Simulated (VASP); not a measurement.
Runs of VASP 6.6.1 on Se. The structure is that of space group Fm-3m (No. 225), or close to it. The cells are those of the table. 

| spin | cell | k mesh | gap on the mesh (eV) | pressure (GPa) |
| --- | --- | --- | --- | --- |
| non-collinear, zero start, SOC | a = 2.994 Å, angles 60.0°, 1 atom | 13 × 13 × 13 | - | 0.1 |
| off | a = 2.994 Å, angles 60.0°, 1 atom | 21 × 21 × 21 | none | (a) |
| off | a = 3.033 Å, angles 60.0°, 1 atom | 14 × 14 × 14 | none | -3.2 |
| off | a = 2.869 Å, angles 60.0°, 1 atom | 14 × 14 × 14 | none | 14.5 |
| off | a = 2.994 Å, angles 60.0°, 1 atom | 12 × 12 × 12 | none | 0.1 |

Alike in all rows: task single point; level LDA; potentials or basis VASP PAW LDA potentials, release 64 (Se); cutoff (eV) 520; smearing fermi-dirac 0.1 eV.

Q: Fill in the values left out.

A: (a) 0.0.

A k mesh can miss the band edges, and rows without SOC leave out spin-orbit coupling on Se.

A gap of «none» marks levels without a gap at the run's occupations.
